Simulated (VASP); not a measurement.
Runs of VASP 6.6.1 on TlCl. Symmetry: Pm-3m, No. 221, cubic system. The conventional cell has a = 3.794 Å, b = 3.794 Å, c = 3.794 Å, α = 90.00°, β = 90.00°, γ = 90.00°. Within 4.3 Å of Tl (site symmetry m-3m) lie 8 Cl at 3.29 Å and 6 Tl at 3.79 Å. Cl (site symmetry m-3m) has 8 Tl at 3.29 Å and 6 Cl at 3.79 Å within 4.3 Å. 

| level | share of exact exchange | screening parameter | gap on the mesh (eV) | pressure (GPa) |
| --- | --- | --- | --- | --- |
| PBE-based global hybrid with 30 % exact exchange | 0.3 | - | 3.73 | 1.5 |
| PBE-based screened hybrid with 5 % exact exchange | 0.05 | 0.5 1/Å | 2.06 | (a) |
| HSE06 | 0.25 | 0.2079 1/Å | 2.74 | (b) |
| PBE-based screened hybrid with 50 % exact exchange | 0.5 | 0.5 1/Å | 2.66 | 1.7 |

Alike in all rows: task single point; potentials or basis VASP PAW PBE potentials, release 64 (Tl_d, Cl); no spin polarisation; cell as given; k mesh 4 × 4 × 4; cutoff (eV) 400; smearing gaussian 0.01 eV.

Question: Fill in the values left out.

Answer: (a) 2.2; (b) 1.9.

Caveats: the PAW data sets were made with another functional, which shifts forces and pressure a little; spin-orbit coupling is left out, which moves the levels of the heavy elements.

A k mesh can miss the band edges, and the runs leave out spin-orbit coupling on Tl.
